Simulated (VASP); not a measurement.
# W (R-3m) in VASP: single point with r2SCAN

Aim: the single point of W with r2SCAN.

Everything below comes from runs of VASP 6.6.1. Logs are shortened: lines on timing, memory, paths and dates and some standing lists are left out, and cuts for length are marked.

## (1) The cell of the first run

The structure is trigonal, space group R-3m (No. 166). The conventional cell has a = 4.403 Å, b = 4.403 Å, c = 2.912 Å, α = 90.00°, β = 90.00°, γ = 120.00°. W (site symmetry -3m) has 14 W at 2.72 to 3.20 Å within 3.6 Å.

## (2) Single point, r2SCAN

File POSCAR:

```
W
1.0
   -1.5153286575      1.5983603647      1.5983603647
    1.5983603647     -1.5153286575      1.5983603647
    1.5983603647      1.5983603647     -1.5153286575
W
1
Direct
    0.0000000000      0.0000000000      0.0000000000
```

File INCAR.step1:

```
SYSTEM = W
ALGO     = Normal         ! electronic algorithm
EDIFF    = 1E-4           ! SCF threshold, eV
ENCUT    = 520            ! plane-wave cutoff, eV
GGA      = PE             ! functional
ISMEAR   = 0              ! smearing method
LASPH    = .True.         ! aspherical terms in the spheres
LCHARG   = .False.        ! write CHGCAR
LREAL    = .False.        ! projectors in reciprocal space
LWAVE    = .True.         ! write WAVECAR
NBANDS   = 13             ! bands
NELM     = 80             ! most SCF steps
PREC     = Accurate       ! precision mode
SIGMA    = 0.15           ! smearing width, eV
```

File INCAR.step2:

```
SYSTEM = W
ALGO     = Normal         ! electronic algorithm
EDIFF    = 1E-6           ! SCF threshold, eV
ENCUT    = 520            ! plane-wave cutoff, eV
ISIF     = 2              ! what is computed and relaxed
ISMEAR   = 0              ! smearing method
ISTART   = 1            
LASPH    = .True.         ! aspherical terms in the spheres
LCHARG   = .False.        ! write CHGCAR
LMIXTAU  = .True.       
LREAL    = .False.        ! projectors in reciprocal space
LWAVE    = .False.        ! write WAVECAR
METAGGA  = R2SCAN         ! meta-GGA
NBANDS   = 13             ! bands
NELM     = 80             ! most SCF steps
PREC     = Accurate       ! precision mode
SIGMA    = 0.15           ! smearing width, eV
```

File KPOINTS:

```
k-points
0
Gamma
  24 24 24
  0 0 0
```

Potentials or basis: VASP PAW PBE potentials, release 64 (W_sv).

On the command line:

```console
$ cat potpaw_PBE.64/W_sv/POTCAR > POTCAR
$ cp INCAR.step1 INCAR
$ mpirun -np 1 vasp_std > vasp.out
$ cp INCAR.step2 INCAR
$ mpirun -np 1 vasp_std > vasp.out
```

OUTCAR:

```text
SYSTEM = W
   EDIFF = 1E-6
   ENCUT = 520
   ISIF = 2
   ISMEAR = 0
   ISTART = 1
   LASPH = .True.
   LREAL = .False.
   METAGGA = R2SCAN
   NELM = 80
   PREC = Accurate

 ion  position               nearest neighbor table
   1  0.000  0.000  0.000-

  LATTYP: Found a trigonal (rhomboedric) cell.
 ALAT       =     2.7213475800
 COS(alpha) =    -0.3091289929

  Lattice vectors:

 A1 = (  -1.5153286575,   1.5983603647,   1.5983603647)
 A2 = (   1.5983603647,  -1.5153286575,   1.5983603647)
 A3 = (   1.5983603647,   1.5983603647,  -1.5153286575)

Analysis of symmetry for initial positions (statically):
=====================================================================
 Subroutine PRICEL returns:
 Original cell was already a primitive cell.

 Routine SETGRP: Setting up the symmetry group for a
 trigonal (rhombohedral) supercell.

 Subroutine GETGRP returns: Found 12 space group operations
 (whereof 12 operations were pure point group operations)
 out of a pool of 12 trial point group operations.

The static configuration has the point symmetry D_3d.

Analysis of symmetry for dynamics (positions and initial velocities):
=====================================================================
 Subroutine PRICEL returns:
 Original cell was already a primitive cell.

 Routine SETGRP: Setting up the symmetry group for a
 trigonal (rhombohedral) supercell.

 Subroutine GETGRP returns: Found 12 space group operations
 (whereof 12 operations were pure point group operations)
 out of a pool of 12 trial point group operations.

The dynamic configuration has the point symmetry D_3d.

 Subroutine INISYM returns: Found 12 space group operations
 (whereof 12 operations are pure point group operations),
 and found     1 'primitive' translations

----------------------------------------------------------------------------------------

                                     Primitive cell

  volume of cell :      16.3012

  direct lattice vectors                    reciprocal lattice vectors
    -1.515328658  1.598360365  1.598360365    -0.015859874  0.305302577  0.305302577
     1.598360365 -1.515328658  1.598360365     0.305302577 -0.015859874  0.305302577
     1.598360365  1.598360365 -1.515328658     0.305302577  0.305302577 -0.015859874

  length of vectors
     2.721347580  2.721347580  2.721347580     0.432054236  0.432054236  0.432054236

  position of ions in fractional coordinates (direct lattice)
     0.000000000  0.000000000  0.000000000

  ion indices of the primitive-cell ions
   primitive index   ion index
                 1           1

----------------------------------------------------------------------------------------

 KPOINTS: k-points

Automatic generation of k-mesh.
 Grid dimensions read from file:
 generate k-points for:   24   24   24

 Generating k-lattice:

  Cartesian coordinates                     Fractional coordinates (reciprocal lattice)
    -0.000660828  0.012720941  0.012720941     0.041666667  0.000000000  0.000000000
     0.012720941 -0.000660828  0.012720941     0.000000000  0.041666667  0.000000000
     0.012720941  0.012720941 -0.000660828     0.000000000  0.000000000  0.041666667

  Length of vectors
     0.018002260  0.018002260  0.018002260

  Shift w.r.t. Gamma in fractional coordinates (k-lattice)
     0.000000000  0.000000000  0.000000000

 Subroutine IBZKPT returns following result:
 ===========================================

 Found   1313 irreducible k-points:

 Following reciprocal coordinates:
            Coordinates               Weight
  0.000000  0.000000  0.000000      1.000000
  0.041667 -0.000000 -0.000000      6.000000
  0.083333 -0.000000 -0.000000      6.000000
  0.125000 -0.000000 -0.000000      6.000000
  0.166667 -0.000000 -0.000000      6.000000
  0.208333 -0.000000 -0.000000      6.000000
[... 16 lines left out ...]
  0.416667  0.041667 -0.000000     12.000000
  0.458333  0.041667 -0.000000     12.000000
 [... further k-points ...]
   k-points           NKPTS =   1313   k-points in BZ     NKDIM =   1313   number of bands    NBANDS=     13
   number of dos      NEDOS =    301   number of ions     NIONS =      1
   total plane-waves  NPLWV =   8000
   dimension x,y,z NGX =    20 NGY =   20 NGZ =   20
   dimension x,y,z NGXF=    40 NGYF=   40 NGZF=   40
   ions per type =               1
   NGX,Y,Z   is equivalent  to a cutoff of  12.22, 12.22, 12.22 a.u.
   NGXF,Y,Z  is equivalent  to a cutoff of  24.44, 24.44, 24.44 a.u.
 SYSTEM =  W
   PREC   = accura    normal or accurate (medium, high low for compatibility)
   ISTART =      1    job   : 0-new  1-cont  2-samecut
   ICHARG =      0    charge: 1-file 2-atom 10-const
   ISPIN  =      1    spin polarized calculation?
   LNONCOLLINEAR =      F non collinear calculations
   LSORBIT =      F    spin-orbit coupling
   LASPH  =      T    aspherical Exc in radial PAW
   ENCUT  =  520.0 eV  38.22 Ry    6.18 a.u.   5.06  5.06  5.06*2*pi/ulx,y,z
   NELM   =     80;   NELMIN=  2; NELMDL=  0     # of ELM steps
   EDIFF  = 0.1E-05   stopping-criterion for ELM
   LREAL  =      F    real-space projection
   EDIFFG = 0.1E-04   stopping-criterion for IOM
   NSW    =      0    number of steps for IOM
   IBRION =     -1    ionic relax: 0-MD 1-quasi-New 2-CG
   NFREE  =      0    steps in history (QN), initial steepest desc. (CG)
   ISIF   =      2    stress and relaxation
   ISYM   =      2    0-nonsym 1-usesym 2-fastsym
   POTIM  = 0.5000    time-step for ionic-motion
   TEBEG  =    0.0;   TEEND  =   0.0 temperature during run
   PSTRESS=    0.0 pullay stress
   NELECT =      14.0000    total number of electrons
   NUPDOWN=      -1.0000    fix difference up-down
   EMIN   =  10.00;   EMAX   =-10.00  energy-range for DOS
   EFERMI =   0.00;   METHOD = LEGACY
   ISMEAR =     0;   SIGMA  =   0.15  broadening in eV -4-tet -1-fermi 0-gaus
   EFERMI_NEDOS =   21; number of points for ismear=-14 and -15
   IALGO  =     38    algorithm
   IMIX   =      4    mixing-type and parameters
     AMIX     =   0.40;   BMIX     =  1.00
     AMIX_MAG =   1.60;   BMIX_MAG =  1.00
  volume/ion in A,a.u.               =      16.30       110.01
  Fermi-wavevector in a.u.,A,eV,Ry     =   1.556125  2.940649 32.946829  2.421524
  Thomas-Fermi vector in A             =   2.659966
   LORBIT       =      0    0 simple, 1 ext, 2 COOP (PROOUT), +10 PAW based schemes
   METAGGA = R2SCAN    functional components
   LHFCALC =     F    Hartree Fock is set to
   AEXX    =    0.0000 exact exchange contribution
   IVDW    =     0    specifies the selected vdW correction
   LEPSILON=     F    determine dielectric tensor
   LRPA    =     F    only Hartree local field effects (RPA)
 non-spin polarized calculation
 Gauss-broadening in eV      SIGMA  =   0.15
  energy-cutoff  :      520.00
  volume of cell :       16.30
 maximum number of plane-waves:       454
   NGX = 11   NGY = 11   NGZ = 11

 number of electron      14.0000001 magnetization

 Free energy of the ion-electron system (eV)
  ---------------------------------------------------
  ext. energy  EPLUGINS =         0.00000000
  ---------------------------------------------------
  free energy    TOTEN  =       -51.29772195 eV

  energy without entropy =      -51.29297365  energy(sigma->0) =      -51.29534780

 E-fermi :  10.9580     XC(G=0): -14.7728

 val. band max:       10.9448823011   @ k =  -0.0417   0.1250   0.0417
 cond. band min:      10.9600273569   @ k =  -0.1667   0.2500   0.1250
 fundamental gap:      0.0151450558
 Fermi energy:        10.9579717579

 k-point     1 :       0.0000    0.0000    0.0000
  band No.  band energies     occupation
      1     -65.2646      2.00000
      2     -28.2925      2.00000
      3     -28.0892      2.00000
      4     -28.0892      2.00000
      5       0.9284      2.00000
      6       9.0731      2.00000
      7       9.0731      2.00000
      8      10.6113      1.99892
      9      13.5398      0.00000
     10      13.5398      0.00000
     11      25.6407      0.00000
     12      25.6407      0.00000
     13      27.1171      0.00000

 k-point     2 :       0.0417   -0.0000   -0.0000
  band No.  band energies     occupation
      1     -65.2626      2.00000
      2     -28.3053      2.00000
      3     -28.1039      2.00000
      4     -28.0894      2.00000
      5       1.0093      2.00000
      6       9.0345      2.00000
      7       9.0883      2.00000
      8      10.6438      1.99694
      9      13.4828      0.00000
     10      13.5394      0.00000
     11      25.7375      0.00000
     12      25.8245      0.00000
     13      27.2106      0.00000

 k-point     3 :       0.0833   -0.0000   -0.0000
  band No.  band energies     occupation
      1     -65.2567      2.00000
      2     -28.3468      2.00000
      3     -28.1423      2.00000
      4     -28.0901      2.00000
      5       1.2470      2.00000
      6       8.9222      2.00000
      7       9.1116      2.00000
      8      10.7578      1.94083
      9      13.3430      0.00000
     10      13.5420      0.00000
     11      26.0038      0.00000
     12      26.3275      0.00000
     13      27.4891      0.00000

 k-point     4 :       0.1250   -0.0000   -0.0000
  band No.  band energies     occupation
      1     -65.2473      2.00000
      2     -28.4243      2.00000
      3     -28.1909      2.00000
      4     -28.0912      2.00000
      5       1.6269      2.00000
      6       8.7473      2.00000
      7       9.0915      2.00000
      8      10.9960      0.72026
      9      13.1930      0.00000
     10      13.5573      0.00000
     11      26.3592      0.00000
     12      27.0044      0.00000
     13      27.9498      0.00000

 k-point     5 :       0.1667   -0.0000   -0.0000
  band No.  band energies     occupation
      1     -65.2351      2.00000
      2     -28.5385      2.00000
      3     -28.2389      2.00000
      4     -28.0926      2.00000
      5       2.1224      2.00000
      6       8.5259      2.00000
      7       8.9966      2.00000
      8      11.3942      0.00004
      9      13.0998      0.00000
     10      13.5966      0.00000
     11      26.6494      0.00000
     12      27.5897      0.00000
     13      28.5962      0.00000
[... 257 lines left out ...]
 k-point    22 :       0.3750    0.0417   -0.0000
  band No.  band energies     occupation
      1     -65.1589      2.00000
      2     -29.2718      2.00000
      3     -28.4563      2.00000
      4     -28.1140      2.00000
      5       4.4652      2.00000
      6       7.3125      2.00000
      7       9.8287      2.00000
      8      13.5100      0.00000
      9      14.4131      0.00000
     10      15.5038      0.00000
     11      22.7913      0.00000
     12      24.2098      0.00000
     13      29.9915      0.00000

 k-point    23 :       0.4167    0.0417   -0.0000
  band No.  band energies     occupation
      1     -65.1505      2.00000
      2     -29.3519      2.00000
      3     -28.4739      2.00000
      4     -28.1141      2.00000
      5       4.5146      2.00000
      6       7.2042      2.00000
      7      10.3930      2.00000
      8      13.5458      0.00000
      9      14.5360      0.00000
     10      16.1210      0.00000
     11      21.9999      0.00000
     12      23.7485      0.00000
     13      29.0300      0.00000

 k-point    24 :       0.4583    0.0417   -0.0000
  band No.  band energies     occupation
      1     -65.1458      2.00000
      2     -29.3975      2.00000
      3     -28.4817      2.00000
      4     -28.1137      2.00000
      5       4.5273      2.00000
      6       7.1486      2.00000
      7      10.7497      1.95040
      8      13.5335      0.00000
      9      14.6064      0.00000
     10      16.4872      0.00000
     11      21.6187      0.00000
     12      23.5031      0.00000
     13      28.4376      0.00000

 [... further k-points ...]
[... 5 lines left out ...]
  --------------------------------------------------------------------------------------
  -------------------------------------------------------------------------------------
  Total       -0.5126076     -0.5126076     -0.5126076     -0.6317702     -0.6317702     -0.6317702
  in kB      -50.3820829    -50.3820829    -50.3820829    -62.0940912    -62.0940912    -62.0940912
  external PRESSURE =     -50.3820829 kB  Pullay stress =       0.0000000 kB

 VOLUME and BASIS-vectors are now :
 -----------------------------------------------------------------------------
  energy-cutoff  :      520.00
  volume of cell :       16.30
      direct lattice vectors                 reciprocal lattice vectors
    -1.515328658  1.598360365  1.598360365    -0.015859874  0.305302577  0.305302577
     1.598360365 -1.515328658  1.598360365     0.305302577 -0.015859874  0.305302577
     1.598360365  1.598360365 -1.515328658     0.305302577  0.305302577 -0.015859874

 POSITION                                       TOTAL-FORCE (eV/Angst)
 -----------------------------------------------------------------------------------
      0.00000      0.00000      0.00000        -0.000000      0.000000      0.000000
 -----------------------------------------------------------------------------------
    total drift:                                0.000000     -0.000000      0.000000

  FREE ENERGIE OF THE ION-ELECTRON SYSTEM (eV)
  ---------------------------------------------------
  free  energy   TOTEN  =       -51.2977219546 eV

  energy  without entropy=      -51.2929736507  energy(sigma->0) =      -51.29534780
```

It took 9.9 min on 1 thread of Oxide Virtual Turin-like, shared host; peak memory 0.31 GiB.

What came out:

```
Free energy            : -51.2977 eV
Pressure               : -5.0 GPa
Band gap on the k mesh : zero (bands 7 and 8 overlap by 4.82 eV)
```

Caveat: the cell stands under tension; the PAW data sets were made with another functional, which shifts forces and pressure a little; spin-orbit coupling is left out, which moves the levels of the heavy elements.
